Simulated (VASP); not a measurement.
A run of VASP 6.6.1:

File INCAR:

```
PREC = Accurate
ENCUT = 520
EDIFF = 1E-8
ISMEAR = -1
SIGMA = 0.03
LREAL = F
LASPH = T
NELM = 80
ALGO = Normal
ISIF = 2
LWAVE = F
LCHARG = F
GGA = PS
LEFG = T
NBANDS = 11
```

Contents of KPOINTS:

```
Automatic mesh
0
Gamma
  16 16 16
```

Contents of POSCAR:

```
Hf
1.0
   -0.0444000000      2.1978000000      2.1978000000
    2.1978000000     -0.0444000000      2.1978000000
    2.1978000000      2.1978000000     -0.0444000000
Hf
1
Direct
    0.0000000000      0.0000000000      0.0000000000
```

Potentials or basis: VASP PAW PBE potentials, release 64 (Hf_pv).

Command:

```sh
$ cat potpaw_PBE.64/Hf_pv/POTCAR > POTCAR
$ mpirun -np 1 vasp_std > vasp.out
```

Hardware: 1 thread of Intel(R) Xeon(R) 6975P-C (Granite Rapids), with other jobs on the host.

Task: How long does it take, and how much memory?

Result: Wall time 28 s on 1 thread of Intel(R) Xeon(R) 6975P-C (Granite Rapids), on a shared host, peak memory 0.22 GiB. Counts: scf iterations 14, k points 417.
